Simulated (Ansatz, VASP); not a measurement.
# One calculation of Ca2Sn2N, two programs

```xyz
5
Lattice="4.9000 0.0000 0.0000 0.0000 4.9000 0.0000 0.0000 0.0000 4.5400" Properties=species:S:1:pos:R:3 pbc="T T T"
Ca    0.0000    2.4500    0.0000
Ca    2.4500    0.0000    0.0000
Sn    0.0000    0.0000    2.2700
Sn    2.4500    2.4500    2.2700
N     0.0000    0.0000    0.0000
```

Alike in both runs: task relaxation of cell and atoms; functional PBE; k mesh 3 × 3 × 4; occupations gaussian, width 0.2 eV; no spin polarisation.

|  | VASP | Ansatz |
| --- | --- | --- |
| version | VASP 6.6.1 | Ansatz 0.2.0 |
| potentials or method | VASP PAW PBE potentials, release 64 (Ca_sv, Sn_d, N), cutoff 600 eV | scalar-relativistic, plane waves, PAW |
| valence electrons in the cell | 53 | 53 |

```csv
,VASP,Ansatz,Ansatz less VASP
"gap on the k mesh at the Fermi level, each at its own relaxed structure (eV)",none,none,-
relaxed volume (Å³/atom),22.65,22.57,-0.083
relaxed cell length with the largest relative difference (Å),4.900,4.889,-0.0107
```

A gap of «none» marks a metal or a gap that the smearing closes.

The k mesh is coarse, so the values compare programs but aren't converged.
